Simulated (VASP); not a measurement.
Input of a VASP 6.6.1 run:

INCAR

```
SYSTEM = BaTiO3
ALGO     = Normal         ! electronic algorithm
EDIFF    = 1E-8           ! SCF threshold, eV
ENCUT    = 910            ! plane-wave cutoff, eV
GGA      = PE             ! functional
GGA_COMPAT= .False.      
ISIF     = 2              ! what is computed and relaxed
ISMEAR   = -1             ! smearing method
LASPH    = .True.         ! aspherical terms in the spheres
LCHARG   = .False.        ! write CHGCAR
LEFG     = .True.       
LREAL    = .False.        ! projectors in reciprocal space
LWAVE    = .False.        ! write WAVECAR
NBANDS   = 28             ! bands
NELM     = 120            ! most SCF steps
PREC     = Accurate       ! precision mode
SIGMA    = 0.05           ! smearing width, eV
```

Contents of KPOINTS:

```
k-points
0
Gamma
  8 8 8
  0 0 0
```

The input POSCAR:

```
BaTiO3
1.0
    4.0338391840      0.0000000000      0.0000000000
    0.0000000000      4.0338391840      0.0000000000
    0.0000000000      0.0000000000      4.0338391840
Ba Ti O
1 1 3
Direct
    0.5000000000      0.5000000000      0.5000000000
    0.0000000000      0.0000000000      0.0000000000
    0.5000000000      0.0000000000      0.0000000000
    0.0000000000      0.5000000000      0.0000000000
    0.0000000000      0.0000000000      0.5000000000
```

Potentials or basis: VASP PAW PBE potentials, release 64 (Ba_sv, Ti_sv, O_h).

Run with:

```console
$ cat potpaw_PBE.64/Ba_sv/POTCAR potpaw_PBE.64/Ti_sv/POTCAR potpaw_PBE.64/O_h/POTCAR > POTCAR
$ mpirun -np 1 vasp_std > vasp.out
```

(1) Estimate the pressure.

(2) Predict the band gap on the k mesh.

## Answers

(1) -0.6 GPa.

(2) 1.70 eV, indirect (least direct gap 1.87 eV).

Caveat: the cutoff is under 1.25 times the usual one of these potentials, so pressure, stress and relaxed cells hold a basis-set (Pulay) error; without QUAD_EFG the Cq values of the log hold for a quadrupole moment of 1 mb, not for the nuclei; spin-orbit coupling is left out, which moves the levels of the heavy elements.
